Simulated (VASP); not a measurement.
# Ti2Te3Pt (R3m) in VASP: notebook

The runs below take Ti2Te3Pt through single point, relaxation of cell and atoms, with PBE.

Program: VASP 6.6.1. These are calculated values, not measurements. Logs are shortened: lines on timing, memory, paths and dates and some standing lists are left out, and cuts for length are marked.

## Step 1: The cell of the first run

The structure is trigonal, space group R3m (No. 160). The conventional cell has a = 7.575 Å, b = 7.575 Å, c = 9.996 Å, α = 90.00°, β = 90.00°, γ = 120.00°. Within 3.6 Å of Ti (site symmetry 3m) lie 6 Te at 2.75 Å and 1 Ti at 3.17 Å. Within 2.9 Å of Ti (site symmetry 3m) lie 1 Pt at 2.21 Å and 3 Te at 2.73 Å. Te (site symmetry m) has 3 Ti at 2.73 to 2.75 Å and 1 Pt at 3.59 Å within 3.6 Å. Pt (site symmetry 3m) has 1 Ti at 2.21 Å within 2.9 Å.

## Step 2: Single point, PBE

Input file INCAR:

```
PREC = Accurate
ENCUT = 520
EDIFF = 1E-6
ISMEAR = 0
SIGMA = 0.1
LREAL = False
LASPH = True
NELM = 100
ALGO = Normal
ISIF = 2
LWAVE = False
LCHARG = True
GGA = PE
LELF = True
LVHAR = True
NBANDS = 35
```

Input file KPOINTS:

```
regular mesh
0
Gamma
  3 3 3
```

Input file POSCAR:

```
Ti2Te3Pt
1.0
    3.7876389862      2.1867943895      3.3321339963
   -3.7876389862      2.1867943895      3.3321339963
    0.0000000000     -4.3735887753      3.3321339987
Ti Te Pt
2 3 1
Direct
    0.0564079063      0.0564079063      0.0564079063
    0.7396921354      0.7396921354      0.7396921354
    0.0670258567      0.5559796308      0.0670258567
    0.0670258567      0.0670258567      0.5559796308
    0.5559796308      0.0670258567      0.0670258567
    0.5190029940      0.5190029940      0.5190029940
```

Potentials or basis: VASP PAW PBE potentials, release 64 (Ti_sv, Te, Pt).

Started as:

```bash
$ cat potpaw_PBE.64/Ti_sv/POTCAR potpaw_PBE.64/Te/POTCAR potpaw_PBE.64/Pt/POTCAR > POTCAR
$ mpirun -np 1 vasp_std > vasp.out
```

OUTCAR:

```text
PREC = Accurate
   ENCUT = 520
   EDIFF = 1E-6
   ISMEAR = 0
   LREAL = False
   LASPH = True
   NELM = 100
   ISIF = 2
   GGA = PE

 ion  position               nearest neighbor table
   1  0.056  0.056  0.056-   4 2.75   3 2.75   5 2.75   4 2.75   5 2.75   3 2.75
   2  0.740  0.740  0.740-   6 2.21   5 2.73   3 2.73   4 2.73
   3  0.067  0.556  0.067-   2 2.73   1 2.75   1 2.75
   4  0.067  0.067  0.556-   2 2.73   1 2.75   1 2.75
   5  0.556  0.067  0.067-   2 2.73   1 2.75   1 2.75
   6  0.519  0.519  0.519-   2 2.21

  LATTYP: Found a trigonal (rhomboedric) cell.
 ALAT       =     5.4983084454
 COS(alpha) =     0.0509066003

  Lattice vectors:

 A1 = (   3.7876389862,   2.1867943895,   3.3321339963)
 A2 = (  -3.7876389862,   2.1867943895,   3.3321339963)
 A3 = (   0.0000000000,  -4.3735887753,   3.3321339987)

Analysis of symmetry for initial positions (statically):
=====================================================================
 Subroutine PRICEL returns:
 Original cell was already a primitive cell.

 Routine SETGRP: Setting up the symmetry group for a
 trigonal (rhombohedral) supercell.

 Subroutine GETGRP returns: Found  6 space group operations
 (whereof  6 operations were pure point group operations)
 out of a pool of 12 trial point group operations.

The static configuration has the point symmetry C_3v.

Analysis of symmetry for dynamics (positions and initial velocities):
=====================================================================
 Subroutine PRICEL returns:
 Original cell was already a primitive cell.

 Routine SETGRP: Setting up the symmetry group for a
 trigonal (rhombohedral) supercell.

 Subroutine GETGRP returns: Found  6 space group operations
 (whereof  6 operations were pure point group operations)
 out of a pool of 12 trial point group operations.

The dynamic configuration has the point symmetry C_3v.

 Subroutine INISYM returns: Found  6 space group operations
 (whereof  6 operations are pure point group operations),
 and found     1 'primitive' translations

----------------------------------------------------------------------------------------

                                     Primitive cell

  volume of cell :     165.5962

  direct lattice vectors                    reciprocal lattice vectors
     3.787638986  2.186794390  3.332133996     0.132008357  0.076215061  0.100035993
    -3.787638986  2.186794390  3.332133996    -0.132008357  0.076215061  0.100035993
     0.000000000 -4.373588775  3.332133999     0.000000000 -0.152430121  0.100035993

  length of vectors
     5.498308445  5.498308445  5.498308445     0.182324276  0.182324276  0.182324276

  position of ions in fractional coordinates (direct lattice)
     0.056407906  0.056407906  0.056407906
     0.739692135  0.739692135  0.739692135
     0.067025857  0.555979631  0.067025857
     0.067025857  0.067025857  0.555979631
     0.555979631  0.067025857  0.067025857
     0.519002994  0.519002994  0.519002994

  ion indices of the primitive-cell ions
   primitive index   ion index
                 1           1
                 2           2
                 3           3
                 4           4
                 5           5
                 6           6

----------------------------------------------------------------------------------------

 KPOINTS: regular mesh

Automatic generation of k-mesh.
 Grid dimensions read from file:
 generate k-points for:    3    3    3

 Generating k-lattice:

  Cartesian coordinates                     Fractional coordinates (reciprocal lattice)
     0.044002786  0.025405020  0.033345331     0.333333333 -0.000000000  0.000000000
    -0.044002786  0.025405020  0.033345331    -0.000000000  0.333333333  0.000000000
     0.000000000 -0.050810040  0.033345331    -0.000000000 -0.000000000  0.333333333

  Length of vectors
     0.060774759  0.060774759  0.060774759

  Shift w.r.t. Gamma in fractional coordinates (k-lattice)
     0.000000000  0.000000000  0.000000000

 Subroutine IBZKPT returns following result:
 ===========================================

 Found      6 irreducible k-points:

 Following reciprocal coordinates:
            Coordinates               Weight
  0.000000  0.000000  0.000000      1.000000
  0.333333  0.000000 -0.000000      6.000000
  0.333333  0.333333 -0.000000      6.000000
 -0.333333  0.333333  0.000000      6.000000
  0.333333  0.333333  0.333333      2.000000
 -0.333333  0.333333  0.333333      6.000000
   k-points           NKPTS =      6   k-points in BZ     NKDIM =      6   number of bands    NBANDS=     35
   number of dos      NEDOS =    301   number of ions     NIONS =      6
   total plane-waves  NPLWV =  74088
   dimension x,y,z NGX =    42 NGY =   42 NGZ =   42
   dimension x,y,z NGXF=    84 NGYF=   84 NGZF=   84
   ions per type =               2   3   1
   NGX,Y,Z   is equivalent  to a cutoff of  12.70, 12.70, 12.70 a.u.
   NGXF,Y,Z  is equivalent  to a cutoff of  25.40, 25.40, 25.40 a.u.
 SYSTEM =  unknown system
   PREC   = accura    normal or accurate (medium, high low for compatibility)
   ISTART =      0    job   : 0-new  1-cont  2-samecut
   ICHARG =      2    charge: 1-file 2-atom 10-const
   ISPIN  =      1    spin polarized calculation?
   LNONCOLLINEAR =      F non collinear calculations
   LSORBIT =      F    spin-orbit coupling
   LASPH  =      T    aspherical Exc in radial PAW
   ENCUT  =  520.0 eV  38.22 Ry    6.18 a.u.  10.22 10.22 10.22*2*pi/ulx,y,z
   NELM   =    100;   NELMIN=  2; NELMDL= -5     # of ELM steps
   EDIFF  = 0.1E-05   stopping-criterion for ELM
   LREAL  =      F    real-space projection
   EDIFFG = 0.1E-04   stopping-criterion for IOM
   NSW    =      0    number of steps for IOM
   IBRION =     -1    ionic relax: 0-MD 1-quasi-New 2-CG
   NFREE  =      0    steps in history (QN), initial steepest desc. (CG)
   ISIF   =      2    stress and relaxation
   ISYM   =      2    0-nonsym 1-usesym 2-fastsym
   POTIM  = 0.5000    time-step for ionic-motion
   TEBEG  =    0.0;   TEEND  =   0.0 temperature during run
   PSTRESS=    0.0 pullay stress
   NELECT =      52.0000    total number of electrons
   NUPDOWN=      -1.0000    fix difference up-down
   EMIN   =  10.00;   EMAX   =-10.00  energy-range for DOS
   EFERMI =   0.00;   METHOD = LEGACY
   ISMEAR =     0;   SIGMA  =   0.10  broadening in eV -4-tet -1-fermi 0-gaus
   EFERMI_NEDOS =   21; number of points for ismear=-14 and -15
   IALGO  =     38    algorithm
   IMIX   =      4    mixing-type and parameters
     AMIX     =   0.40;   BMIX     =  1.00
     AMIX_MAG =   1.60;   BMIX_MAG =  1.00
  volume/ion in A,a.u.               =      27.60       186.25
  Fermi-wavevector in a.u.,A,eV,Ry     =   1.112737  2.102768 16.846511  1.238184
  Thomas-Fermi vector in A             =   2.249314
   LORBIT       =      0    0 simple, 1 ext, 2 COOP (PROOUT), +10 PAW based schemes
   GGA     = PE    functional components
   LHFCALC =     F    Hartree Fock is set to
   AEXX    =    0.0000 exact exchange contribution
   IVDW    =     0    specifies the selected vdW correction
   LEPSILON=     F    determine dielectric tensor
   LRPA    =     F    only Hartree local field effects (RPA)
 non-spin polarized calculation
 Gauss-broadening in eV      SIGMA  =   0.10
  energy-cutoff  :      520.00
  volume of cell :      165.60
 maximum number of plane-waves:      4482
 NGX is ok and might be reduce to    42
   NGX = 21   NGY = 21   NGZ = 21

 number of electron      52.0000001 magnetization

 Free energy of the ion-electron system (eV)
  ---------------------------------------------------
  ext. energy  EPLUGINS =         0.00000000
  ---------------------------------------------------
  free energy    TOTEN  =       -31.33769970 eV

  energy without entropy =      -31.30378491  energy(sigma->0) =      -31.32074230

 E-fermi :   5.8365     XC(G=0):  -9.6698

 val. band max:        5.8173616187   @ k =   0.3333   0.0000  -0.0000
 cond. band min:       5.8511271624   @ k =  -0.3333   0.3333   0.3333
 fundamental gap:      0.0337655437
 Fermi energy:         5.8364869651

 k-point     1 :       0.0000    0.0000    0.0000
  band No.  band energies     occupation
      1     -51.7953      2.00000
      2     -51.6299      2.00000
      3     -28.1138      2.00000
      4     -28.0498      2.00000
      5     -28.0498      2.00000
      6     -27.9161      2.00000
[... 27 lines left out ...]
     34       7.2267      0.00000
     35       7.8942      0.00000

 k-point     2 :       0.3333    0.0000   -0.0000
  band No.  band energies     occupation
      1     -51.7953      2.00000
      2     -51.6299      2.00000
      3     -28.1135      2.00000
      4     -28.0497      2.00000
      5     -28.0494      2.00000
      6     -27.9161      2.00000
[... 27 lines left out ...]
     34       7.5262      0.00000
     35       7.9866      0.00000

 k-point     3 :       0.3333    0.3333   -0.0000
  band No.  band energies     occupation
      1     -51.7954      2.00000
      2     -51.6299      2.00000
      3     -28.1133      2.00000
      4     -28.0494      2.00000
      5     -28.0492      2.00000
      6     -27.9160      2.00000
[... 27 lines left out ...]
     34       8.0662      0.00000
     35       8.1587      0.00000

 k-point     4 :      -0.3333    0.3333    0.0000
  band No.  band energies     occupation
      1     -51.7954      2.00000
      2     -51.6299      2.00000
      3     -28.1134      2.00000
      4     -28.0495      2.00000
      5     -28.0492      2.00000
      6     -27.9160      2.00000
[... 27 lines left out ...]
     34       7.8763      0.00000
     35       8.0643      0.00000

 k-point     5 :       0.3333    0.3333    0.3333
  band No.  band energies     occupation
      1     -51.7955      2.00000
      2     -51.6299      2.00000
      3     -28.1132      2.00000
      4     -28.0491      2.00000
      5     -28.0491      2.00000
      6     -27.9159      2.00000
[... 27 lines left out ...]
     34       7.8587      0.00000
     35       9.2027      0.00000

 k-point     6 :      -0.3333    0.3333    0.3333
  band No.  band energies     occupation
      1     -51.7955      2.00000
      2     -51.6299      2.00000
      3     -28.1132      2.00000
      4     -28.0491      2.00000
      5     -28.0491      2.00000
      6     -27.9159      2.00000
[... 27 lines left out ...]
     34       7.7962      0.00000
     35       8.9880      0.00000

------------------------ aborting loop because EDIFF is reached ----------------------------------------

  FORCE on cell =-STRESS in cart. coord.  units (eV):
  Direction    XX          YY          ZZ          XY          YZ          ZX
  --------------------------------------------------------------------------------------
  -------------------------------------------------------------------------------------
  Total        0.2243749      0.2243749      0.2740647      0.0000000      0.0000000      0.0000000
  in kB        2.1708742      2.1708742      2.6516328      0.0000000      0.0000000      0.0000000
  external PRESSURE =       2.3311271 kB  Pullay stress =       0.0000000 kB

 VOLUME and BASIS-vectors are now :
 -----------------------------------------------------------------------------
  energy-cutoff  :      520.00
  volume of cell :      165.60
      direct lattice vectors                 reciprocal lattice vectors
     3.787638986  2.186794390  3.332133996     0.132008357  0.076215061  0.100035993
    -3.787638986  2.186794390  3.332133996    -0.132008357  0.076215061  0.100035993
     0.000000000 -4.373588775  3.332133999     0.000000000 -0.152430121  0.100035993

 POSITION                                       TOTAL-FORCE (eV/Angst)
 -----------------------------------------------------------------------------------
      0.00000      0.00000      0.56388         0.000000     -0.000000     -0.008113
      0.00000      0.00000      7.39426         0.000000      0.000000      0.163498
     -1.85198      1.06924      2.29928        -0.009049      0.005224      0.001230
      0.00000     -2.13848      2.29928         0.000000     -0.010448      0.001230
      1.85198      1.06924      2.29928         0.009049      0.005224      0.001230
      0.00000      0.00000      5.18816         0.000000     -0.000000     -0.159076
 -----------------------------------------------------------------------------------
    total drift:                                0.000000      0.000001      0.000313

  FREE ENERGIE OF THE ION-ELECTRON SYSTEM (eV)
  ---------------------------------------------------
  free  energy   TOTEN  =       -31.3376996965 eV

  energy  without entropy=      -31.3037849107  energy(sigma->0) =      -31.32074230
```

Wall time 38 s (1 thread of Intel Xeon 6975P-C (Granite Rapids), shared host); peak memory 0.26 GiB.

What came out:

```
Free energy            : -31.3377 eV
Pressure               : 0.2 GPa
Largest force          : 0.163 eV/Å
Band gap on the k mesh : zero (band 26 reaches 6.06 eV, above the bottom of band 27 at 5.48 eV)
```

Forces on the atoms (eV/Å):
```
Ti   0.000  0.000 -0.008
Ti   0.000  0.000  0.163
Te  -0.009  0.005  0.001
Te   0.000 -0.010  0.001
Te   0.009  0.005  0.001
Pt   0.000  0.000 -0.159
```

Caveat: the k points lie up to 0.38 Å⁻¹ apart; spin-orbit coupling is left out, which moves the levels of the heavy elements.

## Step 3: Single point, PBE

This run uses another cell than the first one, of 28.17 Å³/atom, 1.021 times its volume.

Input file INCAR:

```
  ALGO = Normal
  EDIFF = 1E-7
  ENCUT = 520
  GGA = PE
  ISIF = 2
  ISMEAR = 0
  LASPH = True
  LCHARG = False
  LREAL = False
  LWAVE = False
  NBANDS = 35
  NELM = 60
  PREC = Accurate
  SIGMA = 0.1
```

Input file KPOINTS:

```
k-points
0
Gamma
  3 3 3
```

Input file POSCAR:

```
Ti2Te3Pt
1.0
    3.2701821400      1.8880405400      4.5623933400
   -3.2701821400      1.8880405400      4.5623933400
    0.0000000000     -3.7760810700      4.5623933400
Ti Te Pt
2 3 1
Direct
    0.1821695900      0.1821695900      0.1821695900
    0.5892774100      0.5892774100      0.5892774100
    0.1110473800      0.5846207800      0.1110473800
    0.1110473800      0.1110473800      0.5846207800
    0.5846207800      0.1110473800      0.1110473800
    0.4269718400      0.4269718400      0.4269718400
```

Potentials or basis: VASP PAW PBE potentials, release 64 (Ti_sv, Te, Pt).

Started as:

```bash
$ cat potpaw_PBE.64/Ti_sv/POTCAR potpaw_PBE.64/Te/POTCAR potpaw_PBE.64/Pt/POTCAR > POTCAR
$ mpirun -np 1 vasp_std > vasp.out
```

It took 46 s on 1 thread of Intel Xeon 6975P-C (Granite Rapids), shared host; peak memory 0.31 GiB.

Results (log left out):

```
Free energy            : -24.3049 eV
Pressure               : 21.1 GPa
Largest force          : 15.005 eV/Å
Band gap on the k mesh : zero (band 26 reaches 6.22 eV, above the bottom of band 27 at 6.17 eV)
```

Forces in eV/Å, atoms in the order of the input:
```
Ti    0.000   0.000 -15.005
Ti    0.000   0.000  -0.157
Te   -7.989   4.612   5.068
Te    0.000  -9.225   5.068
Te    7.989   4.612   5.068
Pt    0.000   0.000  -0.040
```

Stress tensor (GPa, compression positive):
```
22.84  0.00  0.00
 0.00 22.84  0.00
 0.00  0.00 17.60
```

Levels at points of the mesh, in eV from the Fermi level:
```
           k point  band 23  band 24  band 25  band 26  band 27  band 28  band 29  band 30
(0.00, 0.00, 0.00)    -1.65    -0.82    -0.82    -0.02    -0.02     0.37     0.42     0.42
```

Caveat: the k points lie up to 0.40 Å⁻¹ apart; spin-orbit coupling is left out, which moves the levels of the heavy elements; forces of over 1 eV/Å act on the atoms, so gaps and moduli don't describe the material at rest.

[end of part 1 of 3]
